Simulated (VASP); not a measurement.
Crystal: GaAs5.

```xyz
6
Lattice="5.0851 0.0000 0.0000 -2.5425 4.4038 0.0000 0.0000 0.0000 5.2236" Properties=species:S:1:pos:R:3 pbc="T T T"
Ga    0.0000    0.0000    2.6118
As   -1.6542    2.8651    0.0000
As    0.0000    2.9359    2.6118
As    3.3084    0.0000    0.0000
As    2.5425    1.4679    2.6118
As    0.8884    1.5387    0.0000
```

| Property | Result |
| --- | --- |
| Program | VASP 6.6.1 |
| Task | relaxation of cell and atoms |
| Functional | PBE |
| Potentials or basis | VASP PAW PBE potentials, release 64 (Ga_d, As) |
| Cutoff | 600 eV |
| k mesh | 6 × 6 × 4 |
| Occupations | gaussian, width 0.1 eV |
| Spin | no spin polarisation |

At the start: pressure 0.3 GPa; volume 19.50 Å³/atom.

Q: How do energy, volume and symmetry change on relaxing?

A: Over 34 steps the energy falls by 19.3 meV/atom and the volume is 20.41 Å³/atom (+4.7 %); space group P-62m (No. 189, to 0.05 Å).

Step by step:
```csv
step,energy change (eV),largest force (eV/Å),pressure (GPa),volume (Å³)
1,0.0000,0.2129,0.33,116.98
2,-0.0180,0.1712,-0.28,117.65
3,-0.0232,0.1234,-0.74,118.15
4,-0.0298,0.1168,0.07,116.64
5,-0.0300,0.1151,0.26,116.35
6,-0.0341,0.1062,0.26,116.28
7,-0.0443,0.0744,0.30,116.07
8,-0.0553,0.0352,0.70,115.63
9,-0.0594,0.0734,-0.56,117.72
10,-0.0597,0.0622,-0.27,117.26
11,-0.0625,0.0895,-0.27,117.47
12,-0.0714,0.1561,-0.06,118.10
13,-0.0686,0.1190,1.26,119.32
14,-0.0722,0.1491,0.30,118.59
15,-0.0725,0.1497,0.32,118.63
16,-0.0735,0.1513,0.37,118.76
17,-0.0756,0.1519,0.54,119.02
18,-0.0797,0.1335,0.91,119.52
19,-0.0691,0.2000,1.94,120.54
20,-0.0804,0.1177,1.03,119.66
21,-0.0807,0.0517,1.31,119.97
22,-0.0809,0.0902,1.17,119.82
23,-0.0855,0.0414,1.18,120.32
24,-0.0884,0.0622,1.24,121.00
25,-0.0945,0.0369,0.94,121.41
26,-0.1061,0.0355,0.08,122.63
27,-0.1016,0.1656,-1.48,125.08
28,-0.1085,0.0869,-0.54,123.56
29,-0.1105,0.0654,-0.41,123.37
30,-0.1138,0.0148,-0.24,122.95
31,-0.1150,0.0895,0.20,122.11
32,-0.1154,0.0576,0.07,122.36
33,-0.1157,0.0426,-0.01,122.39
34,-0.1159,0.0189,-0.15,122.43
```

Final structure:
```xyz
6
Lattice="5.1687 0.0000 0.0000 -2.5844 4.4762 0.0000 0.0000 0.0000 5.2917" Properties=species:S:1:pos:R:3 pbc="T T T"
Ga    0.0000    0.0000    2.6459
As   -1.8489    3.2025    0.0000
As    0.0000    2.9842    2.6459
As    3.6979    0.0000    0.0000
As    2.5844    1.4921    2.6459
As    0.7354    1.2738    0.0000
```
